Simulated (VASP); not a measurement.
# CdI2 (P-3m1) in VASP: notebook

Aim: see how the results for CdI2 move with the level of theory and the settings. Levels: HSE06, PBE, r2SCAN. Tasks: single point.

Everything below comes from runs of VASP 6.6.1. Logs are shortened: lines on timing, memory, paths and dates and some standing lists are left out, and cuts for length are marked.

## (1) The cell of the first run

It takes space group P-3m1 (No. 164, trigonal). The conventional cell has a = 4.248 Å, b = 4.248 Å, c = 6.884 Å, α = 90.00°, β = 90.00°, γ = 120.00°. Cd (site symmetry -3m) has 6 I at 2.99 Å within 3.9 Å. I (site symmetry 3m) has 3 Cd at 2.99 Å within 3.9 Å.

## (2) Single point, HSE06

Contents of POSCAR:

```
CdI2
1.0
    4.2483568959      0.0000000000      0.0000000000
   -2.1241784480      3.6791849962      0.0000000000
    0.0000000000      0.0000000000      6.8844152426
Cd I
1 2
Direct
    0.0000000000      0.0000000000      0.0000000000
    0.3333333333      0.6666666667      0.2495592317
    0.6666666667      0.3333333333      0.7504407683
```

Contents of INCAR.step1:

```
PREC = Accurate
ENCUT = 400
EDIFF = 1E-5
ISMEAR = 0
SIGMA = 0.01
LREAL = F
LASPH = T
NELM = 120
ALGO = Normal
ISIF = 2
LWAVE = T
LCHARG = F
GGA = PE
NBANDS = 20
GGA_COMPAT = F
KPAR = 4
```

Contents of INCAR.step2:

```
PREC = Accurate
ENCUT = 400
EDIFF = 1E-6
ISMEAR = 0
SIGMA = 0.01
LREAL = F
LASPH = T
NELM = 120
ALGO = Normal
ISIF = 2
LWAVE = F
LCHARG = F
GGA = PE
LHFCALC = T
HFSCREEN = 0.2079
PRECFOCK = Normal
ISTART = 1
NBANDS = 20
GGA_COMPAT = F
KPAR = 4
```

Contents of KPOINTS:

```
regular mesh
0
Gamma
  6 6 4
```

Potentials or basis: VASP PAW PBE potentials, release 64 (Cd, I).

Command:

```console
$ cat potpaw_PBE.64/Cd/POTCAR potpaw_PBE.64/I/POTCAR > POTCAR
$ cp INCAR.step1 INCAR
$ mpirun -np 4 vasp_std > vasp.out
$ cp INCAR.step2 INCAR
$ mpirun -np 4 vasp_std > vasp.out
```

OUTCAR:

```text
PREC = Accurate
   ENCUT = 400
   EDIFF = 1E-6
   ISMEAR = 0
   LREAL = F
   LASPH = T
   NELM = 120
   ISIF = 2
   GGA = PE
   LHFCALC = T
   HFSCREEN = 0.2079
   PRECFOCK = Normal
   ISTART = 1

 ion  position               nearest neighbor table
   1  0.000  0.000  0.000-   2 2.99   3 2.99   3 2.99   2 2.99   3 2.99   2 2.99
   2  0.333  0.667  0.250-   1 2.99   1 2.99   1 2.99
   3  0.667  0.333  0.750-   1 2.99   1 2.99   1 2.99

  LATTYP: Found a hexagonal cell.
 ALAT       =     4.2483568959
 C/A-ratio  =     1.6204889117

  Lattice vectors:

 A1 = (   4.2483568959,   0.0000000000,   0.0000000000)
 A2 = (  -2.1241784480,   3.6791849962,   0.0000000000)
 A3 = (   0.0000000000,   0.0000000000,   6.8844152426)

Analysis of symmetry for initial positions (statically):
=====================================================================
 Subroutine PRICEL returns:
 Original cell was already a primitive cell.

 Routine SETGRP: Setting up the symmetry group for a
 hexagonal supercell.

 Subroutine GETGRP returns: Found 12 space group operations
 (whereof 12 operations were pure point group operations)
 out of a pool of 24 trial point group operations.

The static configuration has the point symmetry D_3d.

Analysis of symmetry for dynamics (positions and initial velocities):
=====================================================================
 Subroutine PRICEL returns:
 Original cell was already a primitive cell.

 Routine SETGRP: Setting up the symmetry group for a
 hexagonal supercell.

 Subroutine GETGRP returns: Found 12 space group operations
 (whereof 12 operations were pure point group operations)
 out of a pool of 24 trial point group operations.

The dynamic configuration has the point symmetry D_3d.

 Subroutine INISYM returns: Found 12 space group operations
 (whereof 12 operations are pure point group operations),
 and found     1 'primitive' translations

----------------------------------------------------------------------------------------

                                     Primitive cell

  volume of cell :     107.6068

  direct lattice vectors                    reciprocal lattice vectors
     4.248356896  0.000000000  0.000000000     0.235385121  0.135899663  0.000000000
    -2.124178448  3.679184996  0.000000000     0.000000000  0.271799325  0.000000000
     0.000000000  0.000000000  6.884415243     0.000000000  0.000000000  0.145255619

  length of vectors
     4.248356896  4.248356896  6.884415243     0.271799325  0.271799325  0.145255619

  position of ions in fractional coordinates (direct lattice)
     0.000000000  0.000000000  0.000000000
     0.333333333  0.666666667  0.249559232
     0.666666667  0.333333333  0.750440768

  ion indices of the primitive-cell ions
   primitive index   ion index
                 1           1
                 2           2
                 3           3

----------------------------------------------------------------------------------------

 KPOINTS: regular mesh

Automatic generation of k-mesh.
 Grid dimensions read from file:
 generate k-points for:    6    6    4

 Generating k-lattice:

  Cartesian coordinates                     Fractional coordinates (reciprocal lattice)
     0.039230853  0.022649944  0.000000000     0.166666667  0.000000000  0.000000000
     0.000000000  0.045299888  0.000000000     0.000000000  0.166666667  0.000000000
     0.000000000  0.000000000  0.036313905     0.000000000  0.000000000  0.250000000

  Length of vectors
     0.045299888  0.045299888  0.036313905

  Shift w.r.t. Gamma in fractional coordinates (k-lattice)
     0.000000000  0.000000000  0.000000000

 Subroutine IBZKPT returns following result:
 ===========================================

 Found     24 irreducible k-points:

 Following reciprocal coordinates:
            Coordinates               Weight
  0.000000  0.000000  0.000000      1.000000
  0.166667 -0.000000  0.000000      6.000000
  0.333333 -0.000000  0.000000      6.000000
  0.500000 -0.000000  0.000000      3.000000
  0.166667  0.166667  0.000000      6.000000
  0.333333  0.166667  0.000000     12.000000
[... 16 lines left out ...]
  0.333333  0.166667  0.500000     12.000000
  0.333333  0.333333  0.500000      2.000000
   k-points           NKPTS =     24   k-points in BZ     NKDIM =    144   number of bands    NBANDS=     20
   number of dos      NEDOS =    301   number of ions     NIONS =      3
   total plane-waves  NPLWV =  37632
   dimension x,y,z NGX =    28 NGY =   28 NGZ =   48
   dimension x,y,z NGXF=    56 NGYF=   56 NGZF=   96
   ions per type =               1   2
   NGX,Y,Z   is equivalent  to a cutoff of  10.96, 10.96, 11.59 a.u.
   NGXF,Y,Z  is equivalent  to a cutoff of  21.91, 21.91, 23.18 a.u.
 SYSTEM =  unknown system
   PREC   = accura    normal or accurate (medium, high low for compatibility)
   ISTART =      1    job   : 0-new  1-cont  2-samecut
   ICHARG =      0    charge: 1-file 2-atom 10-const
   ISPIN  =      1    spin polarized calculation?
   LNONCOLLINEAR =      F non collinear calculations
   LSORBIT =      F    spin-orbit coupling
   LASPH  =      T    aspherical Exc in radial PAW
   ENCUT  =  400.0 eV  29.40 Ry    5.42 a.u.   6.93  6.93 11.23*2*pi/ulx,y,z
   NELM   =    120;   NELMIN=  2; NELMDL=  0     # of ELM steps
   EDIFF  = 0.1E-05   stopping-criterion for ELM
   LREAL  =      F    real-space projection
   EDIFFG = 0.1E-04   stopping-criterion for IOM
   NSW    =      0    number of steps for IOM
   IBRION =     -1    ionic relax: 0-MD 1-quasi-New 2-CG
   NFREE  =      0    steps in history (QN), initial steepest desc. (CG)
   ISIF   =      2    stress and relaxation
   ISYM   =      3    0-nonsym 1-usesym 2-fastsym
   POTIM  = 0.5000    time-step for ionic-motion
   TEBEG  =    0.0;   TEEND  =   0.0 temperature during run
   PSTRESS=    0.0 pullay stress
   NELECT =      26.0000    total number of electrons
   NUPDOWN=      -1.0000    fix difference up-down
   EMIN   =  10.00;   EMAX   =-10.00  energy-range for DOS
   EFERMI =   0.00;   METHOD = LEGACY
   ISMEAR =     0;   SIGMA  =   0.01  broadening in eV -4-tet -1-fermi 0-gaus
   EFERMI_NEDOS =   21; number of points for ismear=-14 and -15
   IALGO  =     38    algorithm
   IMIX   =      1    mixing-type and parameters
     AMIX     =   0.40;   BMIX     =  1.00
     AMIX_MAG =   1.60;   BMIX_MAG =  1.00
  volume/ion in A,a.u.               =      35.87       242.06
  Fermi-wavevector in a.u.,A,eV,Ry     =   1.019654  1.926866 14.145893  1.039694
  Thomas-Fermi vector in A             =   2.153180
   LORBIT       =      0    0 simple, 1 ext, 2 COOP (PROOUT), +10 PAW based schemes
   GGA     = PE    functional components
   LHFCALC =     T    Hartree Fock is set to
   PRECFOCK=normal    Normal, Fast or Accurate (Low or Medium for compatibility)
   ENCUT4O =  -1.0   cutoff for four orbital integrals eV
   NKREDX  =     1    reduce k-point grid by
   NKREDY  =     1    reduce k-point grid by
   NKREDZ  =     1    reduce k-point grid by
   AEXX    =    0.2500 exact exchange contribution
   HFSCREEN=    0.2079 screening length (either q_TF or 0.3 A-1)
   HFSCREENC=   0.2079 screening length for correlation (either q_TF or 0.3 A-1)
   ENCUTFOCK=  -1.0 apply spherical cutoff to Coloumb kernel
   IVDW    =     0    specifies the selected vdW correction
   LEPSILON=     F    determine dielectric tensor
   LRPA    =     F    only Hartree local field effects (RPA)
 non-spin polarized calculation
 Gauss-broadening in eV      SIGMA  =   0.01
  energy-cutoff  :      400.00
  volume of cell :      107.61
 maximum number of plane-waves:      1971
  NGX = 24; NGY = 24; NGZ = 36

 number of electron      26.0000012 magnetization

 Free energy of the ion-electron system (eV)
  ---------------------------------------------------
  ext. energy  EPLUGINS =         0.00000000
  ---------------------------------------------------
  free energy    TOTEN  =        -7.07251790 eV

  energy without entropy =       -7.07251790  energy(sigma->0) =       -7.07251790

 E-fermi :   1.3687     XC(G=0):  -7.1372

 val. band max:        1.3024952956   @ k =   0.1667  -0.0000   0.2500
 cond. band min:       4.6415949302   @ k =   0.5000  -0.0000   0.5000
 fundamental gap:      3.3390996346
 Fermi energy:         1.3686683009

 k-point     1 :       0.0000    0.0000    0.0000
  band No.  band energies     occupation
      1     -11.8299      2.00000
      2     -11.0468      2.00000
      3      -7.5434      2.00000
      4      -7.5434      2.00000
      5      -7.3996      2.00000
      6      -7.3286      2.00000
[... 12 lines left out ...]
     19      11.5430      0.00000
     20      11.5841      0.00000

 k-point     2 :       0.1667   -0.0000    0.0000
  band No.  band energies     occupation
      1     -11.6820      2.00000
      2     -11.0333      2.00000
      3      -7.5271      2.00000
      4      -7.4653      2.00000
      5      -7.3747      2.00000
      6      -7.3329      2.00000
[... 12 lines left out ...]
     19      10.5350      0.00000
     20      11.5828      0.00000

 k-point     3 :       0.3333   -0.0000    0.0000
  band No.  band energies     occupation
      1     -11.3425      2.00000
      2     -11.0187      2.00000
      3      -7.5099      2.00000
      4      -7.4005      2.00000
      5      -7.3263      2.00000
      6      -7.2921      2.00000
[... 12 lines left out ...]
     19      10.9091      0.00000
     20      11.5581      0.00000

 k-point     4 :       0.5000   -0.0000    0.0000
  band No.  band energies     occupation
      1     -11.0884      2.00000
      2     -11.0748      2.00000
      3      -7.5085      2.00000
      4      -7.4095      2.00000
      5      -7.3129      2.00000
      6      -7.2685      2.00000
[... 429 lines left out ...]
 k-point    23 :       0.3333    0.1667    0.5000
  band No.  band energies     occupation
      1     -11.1187      2.00000
      2     -11.0419      2.00000
      3      -7.4552      2.00000
      4      -7.3840      2.00000
      5      -7.3137      2.00000
      6      -7.2832      2.00000
[... 12 lines left out ...]
     19      10.5818      0.00000
     20      11.8847      0.00000

 k-point    24 :       0.3333    0.3333    0.5000
  band No.  band energies     occupation
      1     -11.0304      2.00000
      2     -11.0304      2.00000
      3      -7.3535      2.00000
      4      -7.3535      2.00000
      5      -7.2988      2.00000
      6      -7.2737      2.00000
[... 12 lines left out ...]
     19      11.3906      0.00000
     20      11.3906      0.00000

------------------------ aborting loop because EDIFF is reached ----------------------------------------

  FORCE on cell =-STRESS in cart. coord.  units (eV):
  Direction    XX          YY          ZZ          XY          YZ          ZX
  --------------------------------------------------------------------------------------
  -------------------------------------------------------------------------------------
  Total        0.4460841      0.4460841      0.3903122     -0.0000000      0.0000000      0.0000000
  in kB        6.6418290      6.6418290      5.8114297     -0.0000000      0.0000000      0.0000000
  external PRESSURE =       6.3650293 kB  Pullay stress =       0.0000000 kB

 VOLUME and BASIS-vectors are now :
 -----------------------------------------------------------------------------
  energy-cutoff  :      400.00
  volume of cell :      107.61
      direct lattice vectors                 reciprocal lattice vectors
     4.248356896  0.000000000  0.000000000     0.235385121  0.135899663  0.000000000
    -2.124178448  3.679184996  0.000000000     0.000000000  0.271799325  0.000000000
     0.000000000  0.000000000  6.884415243     0.000000000  0.000000000  0.145255619

 POSITION                                       TOTAL-FORCE (eV/Angst)
 -----------------------------------------------------------------------------------
      0.00000      0.00000      0.00000        -0.000000      0.000000      0.000000
     -0.00000      2.45279      1.71807         0.000000      0.000000     -0.061460
      2.12418      1.22639      5.16635         0.000000      0.000000      0.061460
 -----------------------------------------------------------------------------------
    total drift:                                0.000008      0.000005      0.000408

  FREE ENERGIE OF THE ION-ELECTRON SYSTEM (eV)
  ---------------------------------------------------
  free  energy   TOTEN  =        -7.0725178983 eV

  energy  without entropy=       -7.0725178983  energy(sigma->0) =       -7.07251790
```

It took 30 min on 4 MPI ranks of AMD EPYC 7R43 (Zen 3), shared host; peak memory 0.3 GiB.

What came out:

- Free energy: -7.0725 eV
- Pressure: 0.6 GPa
- Largest force: 0.061 eV/Å
- Band gap on the k mesh: 3.34 eV, indirect (least direct gap 3.60 eV)

Forces on the atoms (eV/Å):
```
Cd   0.000  0.000  0.000
I    0.000  0.000 -0.061
I    0.000  0.000  0.061
```

Stress tensor (GPa, compression positive):
```
0.66 0.00 0.00
0.00 0.66 0.00
0.00 0.00 0.58
```

Caveat: the PAW data sets were made with another functional, which shifts forces and pressure a little; spin-orbit coupling is left out, which moves the levels of the heavy elements; this functional lacks dispersion, which binds the layers, so the pressure and a relaxed spacing across them are unreliable.

## (3) Single point, PBE

Contents of INCAR:

```
PREC = Accurate
ENCUT = 500
EDIFF = 1E-6
ISMEAR = 0
SIGMA = 0.01
LREAL = False
LASPH = True
NELM = 120
ALGO = Normal
ISIF = 2
LWAVE = False
LCHARG = True
GGA = PE
LELF = True
LVHAR = True
NBANDS = 20
GGA_COMPAT = False
```

KPOINTS is that of step 2.

POSCAR is that of step 2.

Potentials or basis: VASP PAW PBE potentials, release 64 (Cd, I).

Command:

```console
$ cat potpaw_PBE.64/Cd/POTCAR potpaw_PBE.64/I/POTCAR > POTCAR
$ mpirun -np 1 vasp_std > vasp.out
```

Wall time 19 s (1 thread of Intel Xeon Platinum 8559C (Emerald Rapids), shared host); peak memory 0.23 GiB.

The run converged. Its results:

| Item | Value |
| --- | --- |
| Free energy | -5.4925 eV |
| Pressure | 1.7 GPa |
| Largest force | 0.092 eV/Å |
| Band gap on the k mesh | 2.37 eV, indirect (least direct gap 2.60 eV) |

Forces in eV/Å, atoms in the order of the input:
```
Cd   0.000  0.000  0.000
I    0.000  0.000  0.092
I    0.000  0.000 -0.092
```

Stress tensor (GPa, compression positive):
```
1.75 0.00 0.00
0.00 1.75 0.00
0.00 0.00 1.67
```

Levels at points of the mesh, in eV from the valence-band top:
```
           k point  band 10  band 11  band 12  band 13  band 14  band 15  band 16  band 17
(0.00, 0.00, 0.00)    -0.29    -0.15    -0.15    -0.13     2.47     4.48     6.34     6.34
(0.50, 0.00, 0.00)    -1.97    -1.50    -0.69    -0.12     2.66     5.01     5.95     6.51
(0.00, 0.00, 0.50)    -0.41    -0.41     0.00     0.00     3.59     4.52     6.14     6.14
(0.50, 0.00, 0.50)    -1.29    -1.20    -0.49    -0.44     2.37     4.94     5.83     6.62
```

Caveat: spin-orbit coupling is left out, which moves the levels of the heavy elements; this functional lacks dispersion, which binds the layers, so the pressure and a relaxed spacing across them are unreliable. A k mesh can miss the band edges.

(Part 1 of 2 ends here.)
